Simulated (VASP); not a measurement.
# S (P4/nmm) in VASP: single point with LDA

Aim: the single point of S with LDA.

Everything below comes from runs of VASP 6.6.1. Logs are shortened: lines on timing, memory, paths and dates and some standing lists are left out, and cuts for length are marked.

### 1 The cell of the first run

It takes space group P4/nmm (No. 129, tetragonal). Conventional cell: a = 3.473 Å, b = 3.473 Å, c = 5.934 Å, α = 90.00°, β = 90.00°, γ = 90.00°. Within 4.6 Å of S (site symmetry 4mm) lie 12 S at 3.47 to 4.02 Å.

### 2 Single point, LDA

Input file INCAR:

```
SYSTEM = S
PREC = Accurate
ENCUT = 520
EDIFF = 1E-6
ISMEAR = -1
SIGMA = 0.1
LREAL = .FALSE.
LASPH = .TRUE.
NELM = 60
ALGO = Normal
ISIF = 2
LWAVE = .FALSE.
LCHARG = .FALSE.
GGA = CA
NBANDS = 13
```

Input file KPOINTS:

```
Automatic mesh
0
G
  7 7 4
  0 0 0
```

Input file POSCAR:

```
S
1.0
    3.4725080000      0.0000000000      0.0000000000
    0.0000000000      3.4725080000      0.0000000000
    0.0000000000      0.0000000000      5.9338830000
S
2
Direct
    0.5000000000      0.0000000000      0.7315810000
    0.0000000000      0.5000000000      0.2684190000
```

Potentials or basis: VASP PAW LDA potentials, release 64 (S).

Started as:

```
$ cat potpaw_LDA.64/S/POTCAR > POTCAR
$ mpirun -np 1 vasp_std > vasp.out
```

OUTCAR:

```text
SYSTEM = S
   PREC = Accurate
   ENCUT = 520
   EDIFF = 1E-6
   ISMEAR = -1
   LREAL = .FALSE.
   LASPH = .TRUE.
   NELM = 60
   ISIF = 2
   GGA = CA

 ion  position               nearest neighbor table
   1  0.500  0.000  0.732-
   2  0.000  0.500  0.268-

  LATTYP: Found a simple tetragonal cell.
 ALAT       =     3.4725080000
 C/A-ratio  =     1.7088176615

  Lattice vectors:

 A1 = (   3.4725080000,   0.0000000000,   0.0000000000)
 A2 = (   0.0000000000,   3.4725080000,   0.0000000000)
 A3 = (   0.0000000000,   0.0000000000,   5.9338830000)

Analysis of symmetry for initial positions (statically):
=====================================================================
 Subroutine PRICEL returns:
 Original cell was already a primitive cell.

 Routine SETGRP: Setting up the symmetry group for a
 simple tetragonal supercell.

 Subroutine GETGRP returns: Found 16 space group operations
 (whereof  8 operations were pure point group operations)
 out of a pool of 16 trial point group operations.

The static configuration has the point symmetry D_2d.
 The point group associated with its full space group is D_4h.

Analysis of symmetry for dynamics (positions and initial velocities):
=====================================================================
 Subroutine PRICEL returns:
 Original cell was already a primitive cell.

 Routine SETGRP: Setting up the symmetry group for a
 simple tetragonal supercell.

 Subroutine GETGRP returns: Found 16 space group operations
 (whereof  8 operations were pure point group operations)
 out of a pool of 16 trial point group operations.

The dynamic configuration has the point symmetry D_2d.
 The point group associated with its full space group is D_4h.

 Subroutine INISYM returns: Found 16 space group operations
 (whereof  8 operations are pure point group operations),
 and found     1 'primitive' translations

----------------------------------------------------------------------------------------

                                     Primitive cell

  volume of cell :      71.5526

  direct lattice vectors                    reciprocal lattice vectors
     3.472508000  0.000000000  0.000000000     0.287976298  0.000000000  0.000000000
     0.000000000  3.472508000  0.000000000     0.000000000  0.287976298  0.000000000
     0.000000000  0.000000000  5.933883000     0.000000000  0.000000000  0.168523714

  length of vectors
     3.472508000  3.472508000  5.933883000     0.287976298  0.287976298  0.168523714
[... 77 lines left out ...]
   LSORBIT =      F    spin-orbit coupling
   LASPH  =      T    aspherical Exc in radial PAW
   ENCUT  =  520.0 eV  38.22 Ry    6.18 a.u.   6.46  6.46 11.03*2*pi/ulx,y,z
   NELM   =     60;   NELMIN=  2; NELMDL= -5     # of ELM steps
   EDIFF  = 0.1E-05   stopping-criterion for ELM
   LREAL  =      F    real-space projection
[... 7 lines left out ...]
   TEBEG  =    0.0;   TEEND  =   0.0 temperature during run
   PSTRESS=    0.0 pullay stress
   NELECT =      12.0000    total number of electrons
   NUPDOWN=      -1.0000    fix difference up-down
   EMIN   =  10.00;   EMAX   =-10.00  energy-range for DOS
   EFERMI =   0.00;   METHOD = LEGACY
   ISMEAR =    -1;   SIGMA  =   0.10  broadening in eV -4-tet -1-fermi 0-gaus
   EFERMI_NEDOS =   21; number of points for ismear=-14 and -15
   IALGO  =     38    algorithm
   IMIX   =      4    mixing-type and parameters
     AMIX     =   0.40;   BMIX     =  1.00
     AMIX_MAG =   1.60;   BMIX_MAG =  1.00
  volume/ion in A,a.u.               =      35.78       241.43
  Fermi-wavevector in a.u.,A,eV,Ry     =   0.902804  1.706052 11.089494  0.815055
  Thomas-Fermi vector in A             =   2.026052
   LORBIT       =      0    0 simple, 1 ext, 2 COOP (PROOUT), +10 PAW based schemes
   GGA     = CA    functional components
   LHFCALC =     F    Hartree Fock is set to
   AEXX    =    0.0000 exact exchange contribution
   IVDW    =     0    specifies the selected vdW correction
   LEPSILON=     F    determine dielectric tensor
   LRPA    =     F    only Hartree local field effects (RPA)
 non-spin polarized calculation
  energy-cutoff  :      520.00
  volume of cell :       71.55
 maximum number of plane-waves:      1942
 NGX is ok and might be reduce to    28
   NGX = 13   NGY = 13   NGZ = 23

 number of electron      12.0000002 magnetization

 Free energy of the ion-electron system (eV)
  ---------------------------------------------------
  ext. energy  EPLUGINS =         0.00000000
  ---------------------------------------------------
  free energy    TOTEN  =        -4.02663832 eV

  energy without entropy =       -3.84001606  energy(sigma->0) =       -3.93332719

 E-fermi :  -1.0960     XC(G=0):  -7.9201

 val. band max:       -1.1001423259   @ k =   0.4286   0.2857   0.2500
 cond. band min:      -1.0889948204   @ k =   0.2857   0.2857   0.5000
 fundamental gap:      0.0111475056
 Fermi energy:        -1.0960110076

 k-point     1 :       0.0000    0.0000    0.0000
  band No.  band energies     occupation
      1     -12.7548      2.00000
      2     -11.9909      2.00000
      3      -3.3348      2.00000
      4      -0.8974      0.24133
      5      -0.8974      0.24133
      6      -0.5121      0.00580
      7      -0.2548      0.00044
      8      -0.2548      0.00044
      9       5.4998      0.00000
     10       6.3492      0.00000
     11       7.4920      0.00000
     12       9.6212      0.00000
     13      10.8975      0.00000
[... 354 lines left out ...]
  band No.  band energies     occupation
      1     -11.9888      2.00000
      2     -11.9189      2.00000
      3      -3.4867      2.00000
      4      -3.4444      2.00000
      5      -1.1190      1.11455
      6      -1.0287      0.67555
      7      -0.3382      0.00102
      8      -0.2796      0.00057
      9       6.5680      0.00000
     10       6.8067      0.00000
     11       9.2363      0.00000
     12       9.3923      0.00000
     13      11.1028      0.00000

 [... further k-points ...]
[... 5 lines left out ...]
  --------------------------------------------------------------------------------------
  -------------------------------------------------------------------------------------
  Total       -5.9609377     -5.9609377     -3.3037206      0.0000000      0.0000000      0.0000000
  in kB     -133.4749229   -133.4749229    -73.9755844      0.0000000      0.0000000      0.0000000
  external PRESSURE =    -113.6418101 kB  Pullay stress =       0.0000000 kB

 VOLUME and BASIS-vectors are now :
 -----------------------------------------------------------------------------
  energy-cutoff  :      520.00
  volume of cell :       71.55
      direct lattice vectors                 reciprocal lattice vectors
     3.472508000  0.000000000  0.000000000     0.287976298  0.000000000  0.000000000
     0.000000000  3.472508000  0.000000000     0.000000000  0.287976298  0.000000000
     0.000000000  0.000000000  5.933883000     0.000000000  0.000000000  0.168523714

 POSITION                                       TOTAL-FORCE (eV/Angst)
 -----------------------------------------------------------------------------------
      1.73625      0.00000      4.34112         0.000000     -0.000000     -0.390920
      0.00000      1.73625      1.59277         0.000000      0.000000      0.390920
 -----------------------------------------------------------------------------------
    total drift:                               -0.000000     -0.000000      0.000000

  FREE ENERGIE OF THE ION-ELECTRON SYSTEM (eV)
  ---------------------------------------------------
  free  energy   TOTEN  =        -4.0266383168 eV

  energy  without entropy=       -3.8400160611  energy(sigma->0) =       -3.93332719
```

OSZICAR:

```text
N       E                     dE             d eps       ncg     rms          rms(c)
DAV:   1     0.505474773104E+02    0.50547E+02   -0.47085E+03   780   0.738E+02
DAV:   2    -0.852586686415E+00   -0.51400E+02   -0.49919E+02  1152   0.124E+02
DAV:   3    -0.405420095578E+01   -0.32016E+01   -0.31059E+01  1020   0.325E+01
DAV:   4    -0.409983855655E+01   -0.45638E-01   -0.45597E-01   975   0.495E+00
DAV:   5    -0.410070391947E+01   -0.86536E-03   -0.86527E-03  1050   0.682E-01    0.198E+00
DAV:   6    -0.403744601523E+01    0.63258E-01   -0.78920E-02   930   0.131E+00    0.883E-01
DAV:   7    -0.402640688714E+01    0.11039E-01   -0.39674E-02  1005   0.974E-01    0.257E-01
DAV:   8    -0.402665407203E+01   -0.24718E-03   -0.94053E-04  1020   0.167E-01    0.463E-02
DAV:   9    -0.402663828116E+01    0.15791E-04   -0.15081E-04  1040   0.592E-02    0.218E-02
DAV:  10    -0.402663792511E+01    0.35604E-06   -0.10726E-05   995   0.184E-02    0.449E-03
DAV:  11    -0.402663831685E+01   -0.39173E-06   -0.46129E-07   765   0.486E-03
   1 F= -.40266383E+01 E0= -.39333272E+01  d E =-.186622E+00
```

Run time: 28 s. Hardware: 1 thread of Intel Xeon 8259CL, shared host; peak memory 0.16 GiB.

What came out:

```
Free energy            : -4.0266 eV
Pressure               : -11.4 GPa
Largest force          : 0.391 eV/Å
Band gap on the k mesh : zero (bands 6 and 7 overlap by 1.04 eV)
```

Forces on the atoms (eV/Å):
```
S    0.000  0.000 -0.391
S    0.000  0.000  0.391
```

Levels at points of the mesh, in eV from the Fermi level:
```tsv
k point	band 3	band 4	band 5	band 6	band 7	band 8	band 9	band 10
(0.00, 0.00, 0.00)	-2.24	0.20	0.20	0.58	0.84	0.84	6.60	7.45
(0.00, 0.00, 0.50)	-1.20	-0.81	0.38	0.38	0.62	0.62	8.05	8.29
```

Caveat: the stress differs along the axes, from -13 to -7 GPa.
